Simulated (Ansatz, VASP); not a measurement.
# One calculation of Zr, two programs

POSCAR

```
Zr
1.0
    0.0000000000      2.2629968974      2.2629968974
    2.2629968974      0.0000000000      2.2629968974
    2.2629968974      2.2629968974      0.0000000000
Zr
1
Direct
    0.0000000000      0.0000000000      0.0000000000
```

Contents of INCAR.step1:

```
SYSTEM = Zr
PREC     = Accurate       ! precision mode
ENCUT    = 600            ! plane-wave cutoff, eV
ISMEAR   = 0              ! smearing method
SIGMA    = 0.1            ! smearing width, eV
LREAL    = .FALSE.        ! projectors in reciprocal space
LASPH    = .TRUE.         ! aspherical terms in the spheres
NELM     = 100            ! most SCF steps
GGA      = PE             ! functional
ALGO     = Normal         ! electronic algorithm
EDIFF    = 1E-4           ! SCF threshold, eV
LWAVE    = .TRUE.         ! write WAVECAR
LCHARG   = .FALSE.        ! write CHGCAR
```

File INCAR.step2:

```
SYSTEM = Zr
PREC     = Accurate       ! precision mode
ENCUT    = 600            ! plane-wave cutoff, eV
EDIFF    = 1E-6           ! SCF threshold, eV
ISMEAR   = 0              ! smearing method
SIGMA    = 0.1            ! smearing width, eV
LREAL    = .FALSE.        ! projectors in reciprocal space
LASPH    = .TRUE.         ! aspherical terms in the spheres
NELM     = 100            ! most SCF steps
ALGO     = Normal         ! electronic algorithm
ISIF     = 3              ! what is computed and relaxed
LWAVE    = .FALSE.        ! write WAVECAR
LCHARG   = .FALSE.        ! write CHGCAR
METAGGA  = R2SCAN         ! meta-GGA
LMIXTAU  = .TRUE.       
IBRION   = 2              ! ionic algorithm
NSW      = 80             ! ionic steps
EDIFFG   = -0.01          ! ionic threshold
ISTART   = 1
```

KPOINTS

```
Automatic mesh
0
G
  16 16 16
  0 0 0
```

Input for Ansatz:

```yaml
crystal:
  lattice:
    - [0.0, 2.2629968974, 2.2629968974]
    - [2.2629968974, 0.0, 2.2629968974]
    - [2.2629968974, 2.2629968974, 0.0]
  atoms:
    - { symbol: Zr, position: [0.0, 0.0, 0.0] }
basis:
  ecutwfc: 500
kpoints:
  mp_grid: { grid: [16, 16, 16] }
hamiltonian:
  xc: r2scan
scf:
  occupations: { method: gaussian, width: 0.1 }
output:
  forces: true
  stress: true
  eigenvalues: true
  write_density: true
  write_potential: true
  elf: true
  volumetric_format: npy
relax:
  adjacent_minimum: "off"
  f_tol: 0.01
  max_steps: 60
  cell: { stress_tol: 0.1 }
```

Alike in both runs: task relaxation of cell and atoms; functional r2SCAN; k mesh 16 × 16 × 16; occupations gaussian, width 0.1 eV; no spin polarisation.

|  | VASP | Ansatz |
| --- | --- | --- |
| version | VASP 6.6.1 | Ansatz 0.2.0 |
| potentials or method | VASP PAW PBE potentials, release 64 (Zr_sv), cutoff 600 eV | scalar-relativistic, plane waves, PAW |
| valence electrons in the cell | 12 | 12 |

```tsv
	VASP	Ansatz	Ansatz less VASP
gap on the k mesh at the Fermi level, each at its own relaxed structure (eV)	none	none	-
relaxed volume (Å³/atom)	23.34	23.33	-0.002
relaxed cell length with the largest relative difference (Å)	3.208	3.208	-0.0001
```

VASP's potentials were made for PBE, not for r2SCAN. A gap of «none» marks a metal or a gap that the smearing closes.
